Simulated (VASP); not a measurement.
# Ba (Im-3m) in VASP: a series of runs, part 2 of 2

VASP 6.6.1.

## 3. Single point, LDA

INCAR

```
PREC = Accurate
ENCUT = 520
EDIFF = 1E-7
ISMEAR = -1
SIGMA = 0.6
LREAL = False
LASPH = True
NELM = 100
ALGO = Normal
ISIF = 2
LWAVE = False
LCHARG = False
GGA = CA
NBANDS = 11
```

KPOINTS

```
regular mesh
0
Gamma
  9 9 9
```

POSCAR

```
Ba
1.0
   -2.3789385306      2.3789385306      2.3789385306
    2.3789385306     -2.3789385306      2.3789385306
    2.3789385306      2.3789385306     -2.3789385306
Ba
1
Direct
    0.0000000000      0.0000000000      0.0000000000
```

Potentials or basis: VASP PAW LDA potentials, release 64 (Ba_sv).

On the command line:

```sh
$ cat potpaw_LDA.64/Ba_sv/POTCAR > POTCAR
$ mpirun -np 1 vasp_std > vasp.out
```

OUTCAR:

```text
PREC = Accurate
   ENCUT = 520
   EDIFF = 1E-7
   ISMEAR = -1
   LREAL = False
   LASPH = True
   NELM = 100
   ISIF = 2
   GGA = CA

 ion  position               nearest neighbor table
   1  0.000  0.000  0.000-

  LATTYP: Found a body centered cubic cell.
 ALAT       =     4.7578770612

  Lattice vectors:

 A1 = (  -2.3789385306,   2.3789385306,   2.3789385306)
 A2 = (   2.3789385306,  -2.3789385306,   2.3789385306)
 A3 = (   2.3789385306,   2.3789385306,  -2.3789385306)

Analysis of symmetry for initial positions (statically):
=====================================================================
 Subroutine PRICEL returns:
 Original cell was already a primitive cell.

 Routine SETGRP: Setting up the symmetry group for a
 body centered cubic supercell.

 Subroutine GETGRP returns: Found 48 space group operations
 (whereof 48 operations were pure point group operations)
 out of a pool of 48 trial point group operations.

The static configuration has the point symmetry O_h .

[... 156 lines left out ...]

  energy without entropy =       -1.47825345  energy(sigma->0) =       -2.30827340

 E-fermi :   1.8600     XC(G=0):  -8.1205

 val. band max:        1.8222106464   @ k =  -0.4444  -0.4444   0.2222
 cond. band min:       1.8907190551   @ k =  -0.3333   0.3333   0.3333
 fundamental gap:      0.0685084087
 Fermi energy:         1.8600347289

 k-point     1 :       0.0000    0.0000    0.0000
  band No.  band energies     occupation
      1     -26.4755      2.00000
      2     -11.3284      2.00000
      3     -11.3284      2.00000
      4     -11.3284      2.00000
      5      -0.8128      1.97702
      6       3.9565      0.05896
      7       3.9565      0.05896
      8       3.9565      0.05896
      9       5.6473      0.00362
     10       5.6473      0.00362
     11       9.4167      0.00001
[... 309 lines left out ...]
 k-point    24 :      -0.4444   -0.4444    0.1111
  band No.  band energies     occupation
      1     -26.3725      2.00000
      2     -12.0226      2.00000
      3     -11.6928      2.00000
      4     -11.4525      2.00000
      5       1.5994      1.21381
      6       2.8876      0.30567
      7       2.9832      0.26662
      8       4.7545      0.01594
      9       6.6641      0.00067
     10       8.4266      0.00004
     11       8.8825      0.00002

 [... further k-points ...]
[... 5 lines left out ...]
  --------------------------------------------------------------------------------------
  -------------------------------------------------------------------------------------
  Total        0.3457893      0.3457893      0.3457893      0.0000000     -0.0000000     -0.0000000
  in kB       10.2875618     10.2875618     10.2875618      0.0000000     -0.0000000     -0.0000000
  external PRESSURE =      10.2875618 kB  Pullay stress =       0.0000000 kB

 VOLUME and BASIS-vectors are now :
 -----------------------------------------------------------------------------
  energy-cutoff  :      520.00
  volume of cell :       53.85
      direct lattice vectors                 reciprocal lattice vectors
    -2.378938531  2.378938531  2.378938531     0.000000000  0.210177772  0.210177772
     2.378938531 -2.378938531  2.378938531     0.210177772  0.000000000  0.210177772
     2.378938531  2.378938531 -2.378938531     0.210177772  0.210177772  0.000000000

 POSITION                                       TOTAL-FORCE (eV/Angst)
 -----------------------------------------------------------------------------------
      0.00000      0.00000      0.00000        -0.000000     -0.000000      0.000000
 -----------------------------------------------------------------------------------
    total drift:                               -0.000000      0.000000      0.000000

  FREE ENERGIE OF THE ION-ELECTRON SYSTEM (eV)
  ---------------------------------------------------
  free  energy   TOTEN  =        -3.1382933439 eV

  energy  without entropy=       -1.4782534490  energy(sigma->0) =       -2.30827340
```

OSZICAR:

```text
N       E                     dE             d eps       ncg     rms          rms(c)
DAV:   1     0.491339821421E+02    0.49134E+02   -0.44571E+03   770   0.767E+02
DAV:   2    -0.927682026722E+00   -0.50062E+02   -0.48615E+02   917   0.140E+02
DAV:   3    -0.308775860123E+01   -0.21601E+01   -0.21348E+01   988   0.287E+01
DAV:   4    -0.315306736719E+01   -0.65309E-01   -0.65211E-01   977   0.452E+00
DAV:   5    -0.315497770765E+01   -0.19103E-02   -0.19101E-02  1039   0.592E-01    0.222E+00
DAV:   6    -0.314437555304E+01    0.10602E-01   -0.58324E-03   948   0.680E-01    0.131E+00
DAV:   7    -0.313822719862E+01    0.61484E-02   -0.10008E-02   877   0.888E-01    0.583E-02
DAV:   8    -0.313828879404E+01   -0.61595E-04   -0.36234E-04  1075   0.115E-01    0.190E-02
DAV:   9    -0.313829349275E+01   -0.46987E-05   -0.10671E-05   944   0.180E-02    0.949E-03
DAV:  10    -0.313829329611E+01    0.19664E-06   -0.24936E-06   904   0.101E-02    0.184E-03
DAV:  11    -0.313829334388E+01   -0.47767E-07   -0.43297E-08   574   0.146E-03
   1 F= -.31382933E+01 E0= -.23082734E+01  d E =-.166004E+01
```

Run time: 12 s. Hardware: 1 thread of Intel Xeon Platinum 8259CL at 2.50GHz (Skylake/Cascade Lake), shared host; peak memory 0.16 GiB.

Results:

| Quantity | Value |
| --- | --- |
| Free energy | -3.1383 eV |
| Pressure | 1.0 GPa |
| Band gap on the k mesh | zero (band 5 reaches 2.60 eV, above the bottom of band 6 at 1.34 eV) |

Caveat: spin-orbit coupling is left out, which moves the levels of the heavy elements.

## 4. Single point, LDA

INCAR

```
SYSTEM = Ba
PREC     = Accurate       ! precision mode
ENCUT    = 520            ! plane-wave cutoff, eV
EDIFF    = 1E-6           ! SCF threshold, eV
ISMEAR   = -1             ! smearing method
SIGMA    = 1.0            ! smearing width, eV
LREAL    = .FALSE.        ! projectors in reciprocal space
LASPH    = .TRUE.         ! aspherical terms in the spheres
NELM     = 60             ! most SCF steps
ALGO     = Normal         ! electronic algorithm
ISIF     = 2              ! what is computed and relaxed
LWAVE    = .FALSE.        ! write WAVECAR
LCHARG   = .FALSE.        ! write CHGCAR
GGA      = CA             ! functional
NBANDS   = 11             ! bands
```

KPOINTS

```
Automatic mesh
0
G
  9 9 9
  0 0 0
```

POSCAR is that of step 3.

On the command line:

```sh
$ cat potpaw_LDA.64/Ba_sv/POTCAR > POTCAR
$ mpirun -np 1 vasp_std > vasp.out
```

It took 11 s on 1 thread of Intel Xeon Platinum 8259CL at 2.50GHz (Skylake/Cascade Lake), shared host; peak memory 0.15 GiB.

The run converged. Its results:

```yaml
Free_energy: -4.4372 eV
Pressure: 2.0 GPa
Band_gap_on_the_k_mesh: zero (band 5 reaches 2.64 eV, above the bottom of band 6 at 1.37 eV)
```

Levels at points of the mesh, in eV from the Fermi level:
```csv
k point,band 3,band 4,band 5,band 6,band 7,band 8
"(0.00, 0.00, 0.00)",-12.81,-12.81,-2.38,2.42,2.42,2.42
```

Caveat: spin-orbit coupling is left out, which moves the levels of the heavy elements.

## 5. Single point, LDA

INCAR

```
PREC     = Accurate       # precision mode
ENCUT    = 520            # plane-wave cutoff, eV
EDIFF    = 1E-6           # SCF threshold, eV
ISMEAR   = 0              # smearing method
SIGMA    = 0.01           # smearing width, eV
LREAL    = F              # projectors in reciprocal space
LASPH    = T              # aspherical terms in the spheres
NELM     = 100            # most SCF steps
ALGO     = Normal         # electronic algorithm
ISIF     = 2              # what is computed and relaxed
LWAVE    = F              # write WAVECAR
LCHARG   = F              # write CHGCAR
GGA      = CA             # functional
NBANDS   = 11             # bands
```

KPOINTS

```
regular mesh
0
Gamma
  9 9 9
```

POSCAR is that of step 4.

On the command line:

```sh
$ cat potpaw_LDA.64/Ba_sv/POTCAR > POTCAR
$ mpirun -np 1 vasp_std > vasp.out
```

Run time: 10 s. Hardware: 1 thread of Intel Xeon Platinum 8259CL at 2.50GHz (Skylake/Cascade Lake), shared host; peak memory 0.16 GiB.

It converged, with:

```yaml
Free_energy: -2.2469 eV
Pressure: 0.1 GPa
Band_gap_on_the_k_mesh: zero (band 5 reaches 2.57 eV, above the bottom of band 6 at 1.31 eV)
```

Levels at points of the mesh, in eV from the Fermi level:
| k point | band 1 | band 2 | band 3 | band 4 | band 5 | band 6 | band 7 | band 8 | band 9 | band 10 |
| --- | --- | --- | --- | --- | --- | --- | --- | --- | --- | --- |
| (0.00, 0.00, 0.00) | -28.59 | -13.43 | -13.43 | -13.43 | -2.81 | 1.92 | 1.92 | 1.92 | 3.61 | 3.61 |

Caveat: spin-orbit coupling is left out, which moves the levels of the heavy elements.

## 6. Overview

| smearing | gap on the mesh (eV) | pressure (GPa) |
| --- | --- | --- |
| fermi-dirac 0.3 eV | none | 0.4 |
| fermi-dirac 0.6 eV | none | 1.0 |
| fermi-dirac 1 eV | none | 2.0 |
| gaussian 0.01 eV | none | 0.1 |

Alike in all rows: task single point; level LDA; potentials or basis VASP PAW LDA potentials, release 64 (Ba_sv); no spin polarisation; cell as given; k mesh 9 × 9 × 9; cutoff (eV) 520.

Every run on the cell as given and a fine mesh finds a metal.

Caveats: spin-orbit coupling is left out, which moves the levels of the heavy elements.

Total energies depend on the potentials used, so only differences within one code and one set of settings carry meaning.
